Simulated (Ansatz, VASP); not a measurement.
**Two plane-wave programs on RbTi**

```xyz
2
Lattice="3.2333 0.0000 0.0000 -1.6166 2.8001 0.0000 0.0000 0.0000 6.6691" Properties=species:S:1:pos:R:3 pbc="T T T"
Rb    1.6166    0.9334    0.0000
Ti    0.0000    0.0000    3.3346
```

Alike in both runs: functional PBE; k mesh 18 × 18 × 10; occupations gaussian, width 0.1 eV; no spin polarisation.

Ansatz relaxed the structure, and its values are those at the end. VASP's run is a single point on that final structure, the one shown.

|  | VASP | Ansatz |
| --- | --- | --- |
| version | VASP 6.6.1 | Ansatz 0.2.0 |
| potentials or method | VASP PAW PBE potentials, release 64 (Rb_sv, Ti_sv), cutoff 520 eV | scalar-relativistic, plane waves, PAW |
| valence electrons in the cell | 21 | 21 |

```tsv
	VASP	Ansatz	Ansatz less VASP
gap on the k mesh at the Fermi level (eV)	none	none	-
pressure (GPa)	0.1	0.0	-0.08
```

A gap of «none» marks a metal or a gap that the smearing closes.
